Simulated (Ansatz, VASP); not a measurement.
**WC in VASP and in Ansatz**

```xyz
2
Lattice="2.9023 0.0000 0.0000 -1.4512 2.5135 0.0000 0.0000 0.0000 2.8330" Properties=species:S:1:pos:R:3 pbc="T T T"
W     0.0000    0.0000    0.0000
C     1.4512    0.8378    1.4165
```

Alike in both runs: functional PBE; dispersion D3(BJ); k mesh 11 × 11 × 10; no spin polarisation.

Ansatz relaxed the structure, and its values are those at the end. VASP's run is a single point on that final structure, the one shown.

```csv
,VASP,Ansatz
version,VASP 6.6.1,Ansatz 0.2.0
potentials or method,"VASP PAW PBE potentials, release 64 (W_sv, C), cutoff 520 eV","plane waves, PAW"
occupations,"methfessel-paxton of order 1, width 0.1 eV",cold
valence electrons in the cell,18,18
```

Ansatz gave:

| Quantity | Value |
| --- | --- |
| pressure (GPa) | 0.0 |

Question: What did VASP give for the same quantities?

Answer: Pressure (GPa): 1.1.

Neither program's run includes spin-orbit coupling.
